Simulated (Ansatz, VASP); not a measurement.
**MoS2 in VASP and in Ansatz**

Contents of INCAR:

```
PREC     = Accurate       # precision mode
ENCUT    = 520            # plane-wave cutoff, eV
EDIFF    = 1E-7           # SCF threshold, eV
ISMEAR   = 0              # smearing method
SIGMA    = 0.1            # smearing width, eV
LREAL    = F              # projectors in reciprocal space
LASPH    = T              # aspherical terms in the spheres
NELM     = 150            # most SCF steps
ALGO     = Normal         # electronic algorithm
ISIF     = 2              # what is computed and relaxed
LWAVE    = F              # write WAVECAR
LCHARG   = T              # write CHGCAR
ISPIN    = 2              # spin polarisation
MAGMOM   = 1 0 0          # initial moments
LORBIT   = 11             # projections on sites
LMAXMIX  = 4              # l up to which the mixer works
GGA      = PE             # functional
LELF     = T              # ELF
LVHAR    = T            
NBANDS   = 24             # bands
```

File KPOINTS:

```
Automatic mesh
0
Gamma
  6 6 6
```

File POSCAR:

```
MoS2
1.0
    1.5921519155      0.9192293370      6.4820983796
   -1.5921519155      0.9192293370      6.4820983796
    0.0000000000     -1.8384586740      6.4820983796
Mo S
1 2
Direct
    0.9997750400      0.9997750400      0.9997750400
    0.4129302200      0.4129302200      0.4129302200
    0.2532957400      0.2532957400      0.2532957400
```

Input for Ansatz:

```yaml
crystal:
  lattice:
    - [1.5921519155, 0.919229337, 6.4820983796]
    - [-1.5921519155, 0.919229337, 6.4820983796]
    - [0.0, -1.838458674, 6.4820983796]
  atoms:
    - { symbol: Mo, position: [0.99977504, 0.99977504, 0.99977504], spin: 1.0 }
    - { symbol: S, position: [0.41293022, 0.41293022, 0.41293022] }
    - { symbol: S, position: [0.25329574, 0.25329574, 0.25329574] }
basis:
  ecutwfc: 420
kpoints:
  mp_grid: { grid: [6, 6, 6] }
hamiltonian:
  xc: pbe
scf:
  occupations: { method: gaussian, width: 0.1 }
  lower_state_search: "off"
output:
  forces: true
  stress: true
  eigenvalues: true
  populations: true
magnetization:
  spin_polarized: true
```

Alike in both runs: task single point; functional PBE; k mesh 6 × 6 × 6; occupations gaussian, width 0.1 eV; collinear spin.

```csv
,VASP,Ansatz
version,VASP 6.6.1,Ansatz 0.2.0
potentials or method,"VASP PAW PBE potentials, release 64 (Mo_sv, S), cutoff 520 eV","scalar-relativistic, plane waves, PAW"
valence electrons in the cell,26,26
```

```csv
,VASP,Ansatz,Ansatz less VASP
gap on the k mesh at the Fermi level (eV),1.09,1.08,-0.016
least direct gap on the mesh (eV),1.66,1.66,-0.004
pressure (GPa),1.2,1.4,+0.12
"traceless stress, the component that is largest in VASP (GPa)",0.98,1.02,+0.037
rms of the force components (eV/Å),0.071,0.077,+0.0061
net moment per atom (μB),0.00,0.00,0.000
```

Atom by atom the forces differ by 0.006 eV/Å (rms over components). The functional is the same, so the differences come from potentials, cutoffs and numerics. Ansatz's warnings: seeded moment not kept.
